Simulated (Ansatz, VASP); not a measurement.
**Zn: VASP beside Ansatz**

Contents of INCAR:

```
PREC = Accurate
ENCUT = 520
EDIFF = 1E-7
ISMEAR = 0
SIGMA = 0.15
LREAL = F
LASPH = T
NELM = 60
ALGO = Normal
ISIF = 2
LWAVE = F
LCHARG = F
NBANDS = 12
```

KPOINTS

```
regular mesh
0
Gamma
  22 22 22
```

Contents of POSCAR:

```
Zn
1.0
   -1.5319444996      1.5319444996      1.5319444996
    1.5319444996     -1.5319444996      1.5319444996
    1.5319444996      1.5319444996     -1.5319444996
Zn
1
Direct
    0.0000000000      0.0000000000      0.0000000000
```

Input for Ansatz:

```yaml
crystal:
  lattice:
    - [-1.5319444996, 1.5319444996, 1.5319444996]
    - [1.5319444996, -1.5319444996, 1.5319444996]
    - [1.5319444996, 1.5319444996, -1.5319444996]
  atoms:
    - { symbol: Zn, position: [0.0, 0.0, 0.0] }
basis:
  ecutwfc: 520.0
kpoints:
  mp_grid: { grid: [22, 22, 22] }
hamiltonian:
  xc: lda
  pseudopotentials: { kind: paw }
scf:
  occupations: { method: gaussian, width: 0.15 }
output:
  forces: true
  stress: true
  eigenvalues: true
```

Alike in both runs: task single point; functional LDA; k mesh 22 × 22 × 22; occupations gaussian, width 0.15 eV; no spin polarisation.

|  | VASP | Ansatz |
| --- | --- | --- |
| version | VASP 6.6.1 | Ansatz 0.2.0 |
| potentials or method | VASP PAW LDA potentials, release 64 (Zn), cutoff 520 eV | scalar-relativistic, plane waves, PAW |
| valence electrons in the cell | 12 | 12 |

```tsv
	VASP	Ansatz	Ansatz less VASP
gap on the k mesh at the Fermi level (eV)	none	none	-
pressure (GPa)	-3.5	-4.0	-0.53
```

LDA's correlation is that of Perdew and Zunger in VASP and of Perdew and Wang (1992) in Ansatz. A gap of «none» marks a metal or a gap that the smearing closes.
